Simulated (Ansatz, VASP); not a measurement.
One calculation of BN, two programs

File INCAR:

```
ALGO     = Normal         # electronic algorithm
EDIFF    = 1E-6           # SCF threshold, eV
ENCUT    = 600            # plane-wave cutoff, eV
GGA_COMPAT= F            
ISIF     = 2              # what is computed and relaxed
ISMEAR   = 0              # smearing method
LASPH    = T              # aspherical terms in the spheres
LCHARG   = F              # write CHGCAR
LREAL    = F              # projectors in reciprocal space
LWAVE    = F              # write WAVECAR
NBANDS   = 16             # bands
NELM     = 120            # most SCF steps
PREC     = Accurate       # precision mode
SIGMA    = 0.02           # smearing width, eV
```

The input KPOINTS:

```
k-points
0
Gamma
  12 12 4
```

The input POSCAR:

```
BN
1.0
    2.4883253676      0.0000000000      0.0000000000
   -1.2441626838      2.1549529812      0.0000000000
    0.0000000000      0.0000000000      6.4943347756
B N
2 2
Direct
    0.3333333333      0.6666666667      0.2500000000
    0.6666666667      0.3333333333      0.7500000000
    0.3333333333      0.6666666667      0.7500000000
    0.6666666667      0.3333333333      0.2500000000
```

Input for Ansatz:

```yaml
crystal:
  lattice:
    - [2.4883253676, 0.0, 0.0]
    - [-1.2441626838, 2.1549529812, 0.0]
    - [0.0, 0.0, 6.4943347756]
  atoms:
    - { symbol: B, position: [0.3333333333, 0.6666666667, 0.25] }
    - { symbol: B, position: [0.6666666667, 0.3333333333, 0.75] }
    - { symbol: "N", position: [0.3333333333, 0.6666666667, 0.75] }
    - { symbol: "N", position: [0.6666666667, 0.3333333333, 0.25] }
basis:
  ecutwfc: 420
kpoints:
  mp_grid: { grid: [12, 12, 4] }
  band_path:
    path:
      - [[0.0, 0.0, 0.0], [0.5, 0.0, 0.0], [0.33333333, 0.33333333, 0.0], [0.0, 0.0, 0.0], [0.0, 0.0, 0.5], [0.5, 0.0, 0.5], [0.33333333, 0.33333333, 0.5], [0.0, 0.0, 0.5]]
      - [[0.5, 0.0, 0.5], [0.5, 0.0, 0.0]]
      - [[0.33333333, 0.33333333, 0.5], [0.33333333, 0.33333333, 0.0]]
    npoints: 10
hamiltonian:
  xc: lda
  pseudopotentials: { kind: paw, azcp: { folder: soft_1 } }
scf:
  occupations: { method: gaussian, width: 0.02 }
  n_extra_bands: 8
output:
  forces: true
  stress: true
  eigenvalues: true
```

Alike in both runs: task single point; functional LDA; k mesh 12 × 12 × 4; occupations gaussian, width 0.02 eV; no spin polarisation.

|  | VASP | Ansatz |
| --- | --- | --- |
| version | VASP 6.6.1 | Ansatz 0.2.0 |
| potentials or method | VASP PAW LDA potentials, release 64 (B, N), cutoff 600 eV | scalar-relativistic, plane waves, PAW |
| valence electrons in the cell | 16 | 16 |

Ansatz gave:

* gap on the k mesh at the Fermi level (eV): 4.07
* least direct gap on the mesh (eV): 4.48
* pressure (GPa): 0.0
* traceless stress, the component that is largest in VASP (GPa): -0.01

Problem. What did VASP give for the same quantities?

Solution. gap on the k mesh at the Fermi level (eV): 4.05; least direct gap on the mesh (eV): 4.47; pressure (GPa): 0.5; traceless stress, the component that is largest in VASP (GPa): -0.75.

Ansatz warns that its potentials were made for another functional, while VASP's fit it. LDA's correlation is that of Perdew and Zunger in VASP and of Perdew and Wang (1992) in Ansatz.
